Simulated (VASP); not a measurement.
Input of a VASP 6.6.1 run:

File INCAR:

```
SYSTEM = WC
PREC     = Accurate       ! precision mode
ENCUT    = 520            ! plane-wave cutoff, eV
EDIFF    = 1E-6           ! SCF threshold, eV
ISMEAR   = -1             ! smearing method
SIGMA    = 0.17           ! smearing width, eV
LREAL    = Auto         
LASPH    = .True.         ! aspherical terms in the spheres
NELM     = 60             ! most SCF steps
ALGO     = Normal         ! electronic algorithm
ISIF     = 2              ! what is computed and relaxed
LWAVE    = .False.        ! write WAVECAR
LCHARG   = .False.        ! write CHGCAR
GGA      = PE             ! functional
IVDW     = 12             ! dispersion correction
NBANDS   = 86             ! bands
```

File KPOINTS:

```
Automatic mesh
0
Gamma
  2 2 2
  0 0 0
```

POSCAR

```
WC
1.0
   -3.0267750000     -5.2425280000      0.0000000000
    4.5401630000     -2.6212640000      0.0000000000
    0.0000000000      0.0000000000      5.9236370000
W C
8 8
Direct
    0.7537900773      0.5394856884     -0.0069551865
    0.7170171115      0.4783637652      0.4924170742
    0.5480783247      0.0225784341      0.0124079176
    0.4870719551     -0.0130045514      0.5023771713
    0.2495432736      0.4909320088      0.0038489867
    0.2447349488      0.5029902285      0.5020395409
    0.0199184538     -0.0224025706     -0.0061786365
   -0.0184984762     -0.0057686751      0.4960466011
    0.4870181328      0.6986300511      0.2443093660
    0.4837459393      0.6784316148      0.7457749352
    0.2560083228      0.2043934527      0.2913244009
    0.2225882716      0.1760123184      0.8057380964
   -0.0105367655      0.6963202822      0.2498802678
    0.0017688867      0.6640409215      0.7412169247
    0.7695381749      0.1835658564      0.2191052558
    0.7647100939      0.1359214184      0.7641926742
```

Potentials or basis: VASP PAW PBE potentials, release 64 (W_sv, C).

Command:

```console
$ cat potpaw_PBE.64/W_sv/POTCAR potpaw_PBE.64/C/POTCAR > POTCAR
$ mpirun -np 1 vasp_std > vasp.out
```

Question: What does it give for the pressure?

Answer: -26.1 GPa.

Question: Estimate the dispersion energy per atom.

Answer: -0.407 eV.

Question: What does it give for the largest force?

Answer: 5.462 eV/Å.

Forces in eV/Å, atoms in the order of the input:
```
W   -1.977  2.059  0.278
W    0.568 -3.264  0.613
W    1.402  5.033 -1.591
W    0.509 -1.588  0.676
W    2.212 -1.107  0.615
W    1.535 -0.153  0.986
W    2.959  0.835  1.867
W    0.067 -1.994  0.397
C   -1.570  0.029  0.583
C   -1.327 -0.001  0.179
C   -2.007  1.603 -1.921
C   -2.011 -2.530 -3.734
C   -2.057  0.684  0.241
C   -0.063  0.754  0.466
C    0.326 -0.356  2.374
C    1.432 -0.004 -2.029
```

Caveat: the k points lie up to 0.60 Å⁻¹ apart; forces of over 1 eV/Å act on the atoms, so gaps and moduli don't describe the material at rest.
